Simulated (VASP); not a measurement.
The system is Ba2C3.

```
Ba C
1.0
     4.78571    0.00000    0.00000
     0.00000    4.78571    0.00000
     0.00000    0.00000    4.78571
Ba C
2 3
Direct
  0.50000 0.50000 0.50000
  0.00000 0.00000 0.00000
  0.50000 0.00000 0.00000
  0.00000 0.50000 0.00000
  0.00000 0.00000 0.50000
```

The cell was built from a structure type or drawn by symmetry, and may not be a known phase.

```yaml
Program: VASP 6.6.1
Task: relaxation of cell and atoms
Functional: PBE
Potentials_or_basis: VASP PAW PBE potentials, release 64 (Ba_sv, C)
Cutoff: 600 eV
k_mesh: 8 × 8 × 8
Occupations: gaussian, width 0.1 eV
Spin: no spin polarisation
```

At the start: pressure 2.4 GPa; volume 21.92 Å³/atom.

Question: How do energy, volume and symmetry change on relaxing?

Answer: Over 3 steps the energy falls by 9.5 meV/atom and the volume is 23.25 Å³/atom (+6.1 %); space group Pm-3m (No. 221, to 0.1 Å) before and after.

Step by step:
```csv
step,energy change (eV),largest force (eV/Å),pressure (GPa),volume (Å³)
1,0.0000,0.0000,2.41,109.61
2,-0.0456,0.0000,0.42,114.92
3,-0.0473,0.0000,-0.03,116.26
```

Final structure:
```cif
data_structure
_symmetry_space_group_name_H-M 'P 1'
_symmetry_Int_Tables_number 1
_cell_length_a 4.8807
_cell_length_b 4.8807
_cell_length_c 4.8807
_cell_angle_alpha 90.000
_cell_angle_beta 90.000
_cell_angle_gamma 90.000
_cell_volume 116.26
loop_
_atom_site_label
_atom_site_type_symbol
_atom_site_fract_x
_atom_site_fract_y
_atom_site_fract_z
_atom_site_occupancy
Ba1 Ba 0.50000 0.50000 0.50000 1
Ba2 Ba 0.00000 0.00000 0.00000 1
C1 C 0.50000 0.00000 0.00000 1
C2 C 0.00000 0.50000 0.00000 1
C3 C 0.00000 0.00000 0.50000 1
```
